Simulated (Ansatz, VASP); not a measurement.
## WC in VASP and in Ansatz

```
CELL_PARAMETERS angstrom
2.90650 0.00000 0.00000
-1.45325 2.51710 0.00000
0.00000 0.00000 2.83660
ATOMIC_POSITIONS crystal
W 0.00000 0.00000 0.00000
C 0.66667 0.33333 0.50000
```

Alike in both runs: task single point; functional PBE; k mesh 6 × 6 × 5; occupations fermi-dirac, width 0.02 eV; no spin polarisation.

|  | VASP | Ansatz |
| --- | --- | --- |
| version | VASP 6.6.1 | Ansatz 0.2.0 |
| potentials or method | VASP PAW PBE potentials, release 64 (W_sv, C), cutoff 520 eV | all-electron LAPW, scalar-relativistic |

```csv
,VASP,Ansatz,Ansatz less VASP
gap on the k mesh at the Fermi level (eV),none,none,-
pressure (GPa),7.1,6.0,-1.02
"traceless stress, the component that is largest in VASP (GPa)",-1.91,-2.10,-0.194
```

A gap of «none» marks a metal or a gap that the smearing closes. Ansatz ran all-electron here, and VASP with PAW potentials.

The k mesh is coarse, so the values compare programs but aren't converged. Neither program's run includes spin-orbit coupling. Noted on Ansatz's run: the k mesh is thin for a metal, which can move the energy by tens of meV per atom.
